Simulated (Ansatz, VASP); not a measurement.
**Two plane-wave programs on HfC**

```xyz
2
Lattice="3.1470 0.0000 0.0000 0.0000 3.1470 0.0000 0.0000 0.0000 3.9207" Properties=species:S:1:pos:R:3 pbc="T T T"
Hf    0.0000    0.0000    0.0000
C     1.5735    1.5735    0.0000
```

Change from the starting cell: ordered vacancies on the cation sites of cuprite (Cmme, No. 67).

Alike in both runs: functional PBE; k mesh 6 × 6 × 6; occupations gaussian, width 0.1 eV; no spin polarisation.

Ansatz relaxed the structure, and its values are those at the end. VASP's run is a single point on that final structure, the one shown.

|  | VASP | Ansatz |
| --- | --- | --- |
| version | VASP 6.6.1 | Ansatz 0.2.0 |
| potentials or method | VASP PAW PBE potentials, release 64 (Hf_pv, C), cutoff 520 eV | scalar-relativistic, plane waves, PAW |
| valence electrons in the cell | 14 | 30 |

```tsv
	VASP	Ansatz	Ansatz less VASP
gap on the k mesh at the Fermi level (eV)	none	none	-
pressure (GPa)	-0.1	0.1	+0.19
```

A gap of «none» marks a metal or a gap that the smearing closes. With one functional, cell and mesh, what is left measures potentials, basis and numerics. VASP's potentials hold 14 valence electrons a cell and Ansatz's 30, so a difference there can come from the potentials and not from the codes.

Spin-orbit coupling is off throughout.
